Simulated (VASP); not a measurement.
Write the native input for VASP 6.6.1 that does the following.

| Quantity | Value |
| --- | --- |
| Task | single point |
| Functional | revPBE |
| Potentials or basis | VASP PAW PBE potentials, release 64 (Sb) |
| Cutoff | 500 eV |
| k mesh | 12 × 12 × 12 |
| Occupations | fermi-dirac, width 0.05 eV |
| Spin | no spin polarisation |
| Dipole correction | no |
| Further INCAR settings | ALGO = Normal; EDIFF = 1e-06; NBANDS = 8 |

The structure of Sb lies in POSCAR:

```
Sb
1.0
    3.0037558881      0.0000000000      0.0000000000
    0.0000000000      3.0037558881      0.0000000000
    0.0000000000      0.0000000000      3.0037558881
Sb
1
Direct
    0.0000000000      0.0000000000      0.0000000000
```

One way to write it, as run:

INCAR

```
SYSTEM = Sb
PREC = Accurate
ENCUT = 500
EDIFF = 1E-6
ISMEAR = -1
SIGMA = 0.05
LREAL = .False.
LASPH = .True.
NELM = 120
ALGO = Normal
ISIF = 2
LWAVE = .False.
LCHARG = .True.
GGA = RE
LELF = .True.
LVHAR = .True.
NBANDS = 8
GGA_COMPAT = .False.
```

KPOINTS

```
regular mesh
0
Gamma
  12 12 12
  0 0 0
```

Potentials or basis: VASP PAW PBE potentials, release 64 (Sb).

Command:

```bash
$ cat potpaw_PBE.64/Sb/POTCAR > POTCAR
$ mpirun -np 1 vasp_std > vasp.out
```

It gave:

```json
{
  "Pressure": "8.1 GPa"
}
```

Caveat: the PAW data sets were made with another functional, which shifts forces and pressure a little.

It took 13 s on 1 thread of Intel Xeon 8259CL, with other jobs on the host, peak memory 0.14 GiB.
